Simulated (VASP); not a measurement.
# MgO (NiAs type) (P6_3/mmc) in VASP: a series of runs

The runs below take MgO (NiAs type) through single point, with PBE.

Everything below comes from runs of VASP 6.6.1. Logs are shortened: lines on timing, memory, paths and dates and some standing lists are left out, and cuts for length are marked.

**1. The cell of the first run**

It takes space group P6_3/mmc (No. 194, hexagonal). Conventional cell: a = 2.881 Å, b = 2.881 Å, c = 5.034 Å, α = 90.00°, β = 90.00°, γ = 120.00°. Mg (site symmetry -3m) has 6 O at 2.09 Å and 2 Mg at 2.52 Å within 2.8 Å. O (site symmetry -6m2) has 6 Mg at 2.09 Å within 2.8 Å.

**2. Single point, PBE**

Contents of INCAR:

```
SYSTEM = MgO
ALGO = Normal
EDIFF = 1E-7
ENCUT = 520
GGA = PE
ISIF = 2
ISMEAR = -1
LASPH = .True.
LCHARG = .True.
LELF = .True.
LREAL = .False.
LVHAR = .True.
LWAVE = .False.
NBANDS = 16
NELM = 60
PREC = Accurate
SIGMA = 0.05
```

Contents of KPOINTS:

```
k-points
0
Gamma
  10 10 6
  0 0 0
```

Contents of POSCAR:

```
MgO
1.0
    2.8805307309      0.0000000000      0.0000000000
   -1.4402653655      2.4946127893      0.0000000000
    0.0000000000      0.0000000000      5.0341862873
Mg O
2 2
Direct
    0.0000000000      0.0000000000      0.0000000000
    0.0000000000      0.0000000000      0.5000000000
    0.3333333333      0.6666666667      0.2500000000
    0.6666666667      0.3333333333      0.7500000000
```

Potentials or basis: VASP PAW PBE potentials, release 64 (Mg, O).

Command:

```bash
cat potpaw_PBE.64/Mg/POTCAR potpaw_PBE.64/O/POTCAR > POTCAR
mpirun -np 1 vasp_std > vasp.out
```

OUTCAR:

```text
SYSTEM = MgO
   EDIFF = 1E-7
   ENCUT = 520
   GGA = PE
   ISIF = 2
   ISMEAR = -1
   LASPH = .True.
   LREAL = .False.
   NELM = 60
   PREC = Accurate

 ion  position               nearest neighbor table
   1  0.000  0.000  0.000-   3 2.09   4 2.09   3 2.09   4 2.09   4 2.09   3 2.09   2 2.52   2 2.52

   2  0.000  0.000  0.500-   3 2.09   4 2.09   3 2.09   4 2.09   4 2.09   3 2.09   1 2.52   1 2.52

   3  0.333  0.667  0.250-   1 2.09   2 2.09   1 2.09   2 2.09   1 2.09   2 2.09
   4  0.667  0.333  0.750-   1 2.09   2 2.09   1 2.09   2 2.09   1 2.09   2 2.09

  LATTYP: Found a hexagonal cell.
 ALAT       =     2.8805307309
 C/A-ratio  =     1.7476592884

  Lattice vectors:

 A1 = (   2.8805307309,   0.0000000000,   0.0000000000)
 A2 = (  -1.4402653655,   2.4946127893,   0.0000000000)
 A3 = (   0.0000000000,   0.0000000000,   5.0341862873)

Analysis of symmetry for initial positions (statically):
=====================================================================
 Subroutine PRICEL returns:
 Original cell was already a primitive cell.

 Routine SETGRP: Setting up the symmetry group for a
 hexagonal supercell.

 Subroutine GETGRP returns: Found 24 space group operations
 (whereof 12 operations were pure point group operations)
 out of a pool of 24 trial point group operations.

The static configuration has the point symmetry D_3d.
 The point group associated with its full space group is D_6h.

Analysis of symmetry for dynamics (positions and initial velocities):
=====================================================================
 Subroutine PRICEL returns:
 Original cell was already a primitive cell.

 Routine SETGRP: Setting up the symmetry group for a
 hexagonal supercell.

 Subroutine GETGRP returns: Found 24 space group operations
 (whereof 12 operations were pure point group operations)
 out of a pool of 24 trial point group operations.

The dynamic configuration has the point symmetry D_3d.
 The point group associated with its full space group is D_6h.

 Subroutine INISYM returns: Found 24 space group operations
 (whereof 12 operations are pure point group operations),
 and found     1 'primitive' translations

----------------------------------------------------------------------------------------

                                     Primitive cell

  volume of cell :      36.1747

  direct lattice vectors                    reciprocal lattice vectors
     2.880530731  0.000000000  0.000000000     0.347158247  0.200431908  0.000000000
    -1.440265365  2.494612789  0.000000000     0.000000000  0.400863815  0.000000000
     0.000000000  0.000000000  5.034186287     0.000000000  0.000000000  0.198641835

  length of vectors
     2.880530731  2.880530731  5.034186287     0.400863815  0.400863815  0.198641835

  position of ions in fractional coordinates (direct lattice)
     0.000000000  0.000000000  0.000000000
     0.000000000  0.000000000  0.500000000
     0.333333333  0.666666667  0.250000000
     0.666666667  0.333333333  0.750000000

  ion indices of the primitive-cell ions
   primitive index   ion index
                 1           1
                 2           2
                 3           3
                 4           4

----------------------------------------------------------------------------------------

 KPOINTS: k-points

Automatic generation of k-mesh.
 Grid dimensions read from file:
 generate k-points for:   10   10    6

 Generating k-lattice:

  Cartesian coordinates                     Fractional coordinates (reciprocal lattice)
     0.034715825  0.020043191  0.000000000     0.100000000  0.000000000  0.000000000
     0.000000000  0.040086382  0.000000000     0.000000000  0.100000000  0.000000000
     0.000000000  0.000000000  0.033106972     0.000000000  0.000000000  0.166666667

  Length of vectors
     0.040086382  0.040086382  0.033106972

  Shift w.r.t. Gamma in fractional coordinates (k-lattice)
     0.000000000  0.000000000  0.000000000

 Subroutine IBZKPT returns following result:
 ===========================================

 Found     56 irreducible k-points:

 Following reciprocal coordinates:
            Coordinates               Weight
  0.000000  0.000000  0.000000      1.000000
  0.100000 -0.000000  0.000000      6.000000
  0.200000 -0.000000  0.000000      6.000000
  0.300000  0.000000  0.000000      6.000000
  0.400000 -0.000000  0.000000      6.000000
  0.500000  0.000000  0.000000      3.000000
[... 16 lines left out ...]
  0.300000  0.100000  0.166667     24.000000
  0.400000  0.100000  0.166667     24.000000
 [... further k-points ...]
   k-points           NKPTS =     56   k-points in BZ     NKDIM =     56   number of bands    NBANDS=     16
   number of dos      NEDOS =    301   number of ions     NIONS =      4
   total plane-waves  NPLWV =  23040
   dimension x,y,z NGX =    24 NGY =   24 NGZ =   40
   dimension x,y,z NGXF=    48 NGYF=   48 NGZF=   80
   ions per type =               2   2
   NGX,Y,Z   is equivalent  to a cutoff of  13.85, 13.85, 13.21 a.u.
   NGXF,Y,Z  is equivalent  to a cutoff of  27.70, 27.70, 26.42 a.u.
 SYSTEM =  MgO
   PREC   = accura    normal or accurate (medium, high low for compatibility)
   ISTART =      0    job   : 0-new  1-cont  2-samecut
   ICHARG =      2    charge: 1-file 2-atom 10-const
   ISPIN  =      1    spin polarized calculation?
   LNONCOLLINEAR =      F non collinear calculations
   LSORBIT =      F    spin-orbit coupling
   LASPH  =      T    aspherical Exc in radial PAW
   ENCUT  =  520.0 eV  38.22 Ry    6.18 a.u.   5.36  5.36  9.36*2*pi/ulx,y,z
   NELM   =     60;   NELMIN=  2; NELMDL= -5     # of ELM steps
   EDIFF  = 0.1E-06   stopping-criterion for ELM
   LREAL  =      F    real-space projection
   EDIFFG = 0.1E-05   stopping-criterion for IOM
   NSW    =      0    number of steps for IOM
   IBRION =     -1    ionic relax: 0-MD 1-quasi-New 2-CG
   NFREE  =      0    steps in history (QN), initial steepest desc. (CG)
   ISIF   =      2    stress and relaxation
   ISYM   =      2    0-nonsym 1-usesym 2-fastsym
   POTIM  = 0.5000    time-step for ionic-motion
   TEBEG  =    0.0;   TEEND  =   0.0 temperature during run
   PSTRESS=    0.0 pullay stress
   NELECT =      16.0000    total number of electrons
   NUPDOWN=      -1.0000    fix difference up-down
   EMIN   =  10.00;   EMAX   =-10.00  energy-range for DOS
   EFERMI =   0.00;   METHOD = LEGACY
   ISMEAR =    -1;   SIGMA  =   0.05  broadening in eV -4-tet -1-fermi 0-gaus
   EFERMI_NEDOS =   21; number of points for ismear=-14 and -15
   IALGO  =     38    algorithm
   IMIX   =      4    mixing-type and parameters
     AMIX     =   0.40;   BMIX     =  1.00
     AMIX_MAG =   1.60;   BMIX_MAG =  1.00
  volume/ion in A,a.u.               =       9.04        61.03
  Fermi-wavevector in a.u.,A,eV,Ry     =   1.247326  2.357104 21.168233  1.555821
  Thomas-Fermi vector in A             =   2.381463
   LORBIT       =      0    0 simple, 1 ext, 2 COOP (PROOUT), +10 PAW based schemes
   GGA     = PE    functional components
   LHFCALC =     F    Hartree Fock is set to
   AEXX    =    0.0000 exact exchange contribution
   IVDW    =     0    specifies the selected vdW correction
   LEPSILON=     F    determine dielectric tensor
   LRPA    =     F    only Hartree local field effects (RPA)
 non-spin polarized calculation
  energy-cutoff  :      520.00
  volume of cell :       36.17
 maximum number of plane-waves:       997
 NGX is ok and might be reduce to    24
   NGX = 11   NGY = 11   NGZ = 19

 number of electron      15.9999997 magnetization

 Free energy of the ion-electron system (eV)
  ---------------------------------------------------
  ext. energy  EPLUGINS =         0.00000000
  ---------------------------------------------------
  free energy    TOTEN  =       -23.12196347 eV

  energy without entropy =      -23.12196347  energy(sigma->0) =      -23.12196347

 E-fermi :   4.6827     XC(G=0): -11.2194

 val. band max:        3.6294223487   @ k =   0.0000   0.0000   0.0000
 cond. band min:       8.4610000012   @ k =   0.0000   0.0000   0.0000
 fundamental gap:      4.8315776525
 Fermi energy:         4.6827265904

 k-point     1 :       0.0000    0.0000    0.0000
  band No.  band energies     occupation
      1     -13.9808      2.00000
      2     -12.7927      2.00000
      3      -1.5321      2.00000
      4       3.0749      2.00000
      5       3.0749      2.00000
      6       3.0753      2.00000
[... 8 lines left out ...]
     15      21.4016      0.00000
     16      21.4016      0.00000

 k-point     2 :       0.1000   -0.0000    0.0000
  band No.  band energies     occupation
      1     -13.8747      2.00000
      2     -12.7400      2.00000
      3      -1.3785      2.00000
      4       2.6430      2.00000
      5       2.9978      2.00000
      6       3.0306      2.00000
[... 8 lines left out ...]
     15      21.2055      0.00000
     16      21.3009      0.00000

 k-point     3 :       0.2000   -0.0000    0.0000
  band No.  band energies     occupation
      1     -13.5797      2.00000
      2     -12.6021      2.00000
      3      -0.9410      2.00000
      4       1.5619      2.00000
      5       1.9151      2.00000
      6       2.8037      2.00000
[... 8 lines left out ...]
     15      21.3471      0.00000
     16      21.6139      0.00000

 k-point     4 :       0.3000    0.0000    0.0000
  band No.  band energies     occupation
      1     -13.1675      2.00000
      2     -12.4380      2.00000
      3      -0.2926      2.00000
      4       0.3108      2.00000
      5       0.8989      2.00000
      6       2.5778      2.00000
[... 8 lines left out ...]
     15      20.7580      0.00000
     16      22.6056      0.00000
[... 324 lines left out ...]
 k-point    22 :       0.2000    0.1000    0.1667
  band No.  band energies     occupation
      1     -13.2689      2.00000
      2     -12.5528      2.00000
      3      -0.4565      2.00000
      4       0.8569      2.00000
      5       1.2590      2.00000
      6       2.4753      2.00000
[... 8 lines left out ...]
     15      20.3613      0.00000
     16      21.8094      0.00000

 k-point    23 :       0.3000    0.1000    0.1667
  band No.  band energies     occupation
      1     -12.8717      2.00000
      2     -12.3936      2.00000
      3      -0.3476      2.00000
      4       0.1085      2.00000
      5       0.7717      2.00000
      6       2.1857      2.00000
[... 8 lines left out ...]
     15      19.6931      0.00000
     16      22.5368      0.00000

 k-point    24 :       0.4000    0.1000    0.1667
  band No.  band energies     occupation
      1     -12.5614      2.00000
      2     -12.3350      2.00000
      3      -0.8429      2.00000
      4      -0.1409      2.00000
      5       1.0178      2.00000
      6       2.0244      2.00000
[... 8 lines left out ...]
     15      19.4187      0.00000
     16      22.7828      0.00000

 [... further k-points ...]

------------------------ aborting loop because EDIFF is reached ----------------------------------------

  FORCE on cell =-STRESS in cart. coord.  units (eV):
  Direction    XX          YY          ZZ          XY          YZ          ZX
  --------------------------------------------------------------------------------------
  -------------------------------------------------------------------------------------
  Total        2.7922680      2.7922680      2.8013227     -0.0000000      0.0000000      0.0000000
  in kB      123.6695400    123.6695400    124.0705701     -0.0000000      0.0000000      0.0000000
  external PRESSURE =     123.8032167 kB  Pullay stress =       0.0000000 kB

 VOLUME and BASIS-vectors are now :
 -----------------------------------------------------------------------------
  energy-cutoff  :      520.00
  volume of cell :       36.17
      direct lattice vectors                 reciprocal lattice vectors
     2.880530731  0.000000000  0.000000000     0.347158247  0.200431908  0.000000000
    -1.440265365  2.494612789  0.000000000     0.000000000  0.400863815  0.000000000
     0.000000000  0.000000000  5.034186287     0.000000000  0.000000000  0.198641835

 POSITION                                       TOTAL-FORCE (eV/Angst)
 -----------------------------------------------------------------------------------
      0.00000      0.00000      0.00000         0.000000      0.000000     -0.000000
      0.00000      0.00000      2.51709         0.000000      0.000000     -0.000000
     -0.00000      1.66308      1.25855        -0.000000      0.000000      0.000000
      1.44027      0.83154      3.77564         0.000000      0.000000     -0.000000
 -----------------------------------------------------------------------------------
    total drift:                               -0.000000      0.000000     -0.000000

  FREE ENERGIE OF THE ION-ELECTRON SYSTEM (eV)
  ---------------------------------------------------
  free  energy   TOTEN  =       -23.1219634677 eV

  energy  without entropy=      -23.1219634676  energy(sigma->0) =      -23.12196347
```

Run time: 49 s. Hardware: 1 thread of Intel Xeon 8259CL, shared host; peak memory 0.18 GiB.

Results:

```
Free energy            : -23.1220 eV
Pressure               : 12.4 GPa
Band gap on the k mesh : 4.83 eV, direct
```

Levels at points of the mesh, in eV from the valence-band top:
```tsv
k point	band 6	band 7	band 8	band 9	band 10	band 11
(0.00, 0.00, 0.00)	-0.55	0.00	0.00	4.83	8.44	12.17
(0.50, 0.00, 0.00)	-1.69	-1.29	-0.78	8.75	9.74	10.61
(0.00, 0.00, 0.50)	-0.29	-0.29	-0.29	7.29	7.29	12.18
(0.50, 0.00, 0.50)	-1.63	-1.04	-1.04	8.98	8.98	11.05
```

A k mesh can miss the band edges. Expect the measured gap to be larger: semilocal functionals such as PBE lack the derivative discontinuity.

**3. Single point, PBE**

This run uses another cell than the first one, of 10.42 Å³/atom, 1.152 times its volume.

Contents of INCAR:

```
ALGO = Normal ; EDIFF = 1E-6
ENCUT = 520 ; GGA = PE
ISIF = 2 ; ISMEAR = -1
LASPH = True ; LCHARG = False
LREAL = False ; LWAVE = False
NBANDS = 16 ; NELM = 80
PREC = Accurate ; SIGMA = 0.05
```

Contents of KPOINTS:

```
k-points
0
Gamma
  12 12 6
```

Contents of POSCAR:

```
MgO
1.0
    3.4160461007      0.0000000000      0.0000000000
   -1.7080230503      2.9583827038      0.0000000000
    0.0000000000      0.0000000000      4.1240872637
Mg O
2 2
Direct
    0.3333333333      0.6666666667     -0.0619997380
    0.6666666667      0.3333333333      0.4380002620
    0.3333333333      0.6666666667      0.4379997380
    0.6666666667      0.3333333333      0.9379997380
```

Potentials or basis: VASP PAW PBE potentials, release 64 (Mg, O).

Command:

```bash
cat potpaw_PBE.64/Mg/POTCAR potpaw_PBE.64/O/POTCAR > POTCAR
mpirun -np 1 vasp_std > vasp.out
```

It took 72 s on 1 thread of Intel Xeon 8259CL, shared host; peak memory 0.19 GiB.

It converged, with:

```yaml
Free_energy: -23.5387 eV
Pressure: 12.5 GPa
Band_gap_on_the_k_mesh: 3.71 eV, direct
```

Stress tensor (GPa, compression positive):
```
12.59  0.00  0.00
 0.00 12.59  0.00
 0.00  0.00 12.40
```

Levels at points of the mesh, in eV from the valence-band top:
```tsv
k point	band 6	band 7	band 8	band 9	band 10	band 11
(0.00, 0.00, 0.00)	-0.90	-0.90	0.00	3.71	9.90	12.62
(0.50, 0.00, 0.00)	-2.08	-1.39	-0.58	7.16	9.63	9.96
(0.00, 0.00, 0.50)	-1.39	-1.39	-1.39	6.76	6.76	13.32
(0.50, 0.00, 0.50)	-1.64	-0.90	-0.90	7.51	7.51	12.58
```

A k mesh can miss the band edges.

**4. Single point, PBE**

This run uses another cell than the first one, of 10.42 Å³/atom, 1.152 times its volume.

Contents of INCAR:

```
PREC = Accurate
ENCUT = 520
EDIFF = 1E-6
ISMEAR = -1
SIGMA = 0.05
LREAL = F
LASPH = T
NELM = 100
ALGO = Normal
ISIF = 2
LWAVE = F
LCHARG = F
GGA = PE
NBANDS = 16
```

Contents of KPOINTS:

```
Automatic mesh
0
Gamma
  12 12 6
```

POSCAR, as its differences from that of step 3:

```diff
@@ -2,4 +2,4 @@
 1.0
-    3.4160461007      0.0000000000      0.0000000000
-   -1.7080230503      2.9583827038      0.0000000000
+    3.4160461008      0.0000000000      0.0000000000
+   -1.7080230504      2.9583827038      0.0000000000
     0.0000000000      0.0000000000      4.1240872637
```

Potentials or basis: VASP PAW PBE potentials, release 64 (Mg, O).

Command:

```bash
cat potpaw_PBE.64/Mg/POTCAR potpaw_PBE.64/O/POTCAR > POTCAR
mpirun -np 1 vasp_std > vasp.out
```

OUTCAR:

```text
PREC = Accurate
   ENCUT = 520
   EDIFF = 1E-6
   ISMEAR = -1
   LREAL = F
   LASPH = T
   NELM = 100
   ISIF = 2
   GGA = PE

 ion  position               nearest neighbor table
   1  0.333  0.667  0.938-   4 1.97   4 1.97   4 1.97   3 2.06   3 2.06   2 2.85   2 2.85   2 2.85
                             2 2.85   2 2.85   2 2.85
   2  0.667  0.333  0.438-   3 1.97   3 1.97   3 1.97   4 2.06   4 2.06   1 2.85   1 2.85   1 2.85
                             1 2.85   1 2.85   1 2.85
   3  0.333  0.667  0.438-   2 1.97   2 1.97   2 1.97   1 2.06   1 2.06
[... 662 lines left out ...]
  -------------------------------------------------------------------------------------
  Total        3.2746590      3.2746590      3.2254258      0.0000000     -0.0000000      0.0000000
  in kB      125.8840593    125.8840593    123.9914423      0.0000000     -0.0000000      0.0000000
  external PRESSURE =     125.2531870 kB  Pullay stress =       0.0000000 kB

 VOLUME and BASIS-vectors are now :
 -----------------------------------------------------------------------------
  energy-cutoff  :      520.00
  volume of cell :       41.68
      direct lattice vectors                 reciprocal lattice vectors
     3.416046101  0.000000000  0.000000000     0.292736096  0.169011264  0.000000000
    -1.708023050  2.958382704  0.000000000     0.000000000  0.338022528  0.000000000
     0.000000000  0.000000000  4.124087264     0.000000000  0.000000000  0.242477895

 POSITION                                       TOTAL-FORCE (eV/Angst)
 -----------------------------------------------------------------------------------
     -0.00000      1.97226      3.86839        -0.000000     -0.000000      0.000000
      1.70802      0.98613      1.80635        -0.000000     -0.000000      0.000000
     -0.00000      1.97226      1.80635         0.000000      0.000000     -0.000000
      1.70802      0.98613      3.86839         0.000000      0.000000      0.000000
 -----------------------------------------------------------------------------------
    total drift:                               -0.000000      0.000000      0.005349

  FREE ENERGIE OF THE ION-ELECTRON SYSTEM (eV)
  ---------------------------------------------------
  free  energy   TOTEN  =       -23.5387389333 eV

  energy  without entropy=      -23.5387389332  energy(sigma->0) =      -23.53873893
```

It took 73 s on 1 thread of Intel Xeon 8259CL, shared host; peak memory 0.19 GiB.

Results:

```yaml
Free_energy: -23.5387 eV
Pressure: 12.5 GPa
Band_gap_on_the_k_mesh: 3.71 eV, direct
```

Levels at points of the mesh, in eV from the valence-band top:
| k point | band 6 | band 7 | band 8 | band 9 | band 10 | band 11 |
| --- | --- | --- | --- | --- | --- | --- |
| (0.00, 0.00, 0.00) | -0.90 | -0.90 | 0.00 | 3.71 | 9.90 | 12.62 |
| (0.50, 0.00, 0.00) | -2.08 | -1.39 | -0.58 | 7.16 | 9.63 | 9.96 |
| (0.00, 0.00, 0.50) | -1.39 | -1.39 | -1.39 | 6.76 | 6.76 | 13.32 |
| (0.50, 0.00, 0.50) | -1.64 | -0.90 | -0.90 | 7.51 | 7.51 | 12.58 |

A k mesh can miss the band edges. As with any semilocal functional, this PBE gap is likely too small.
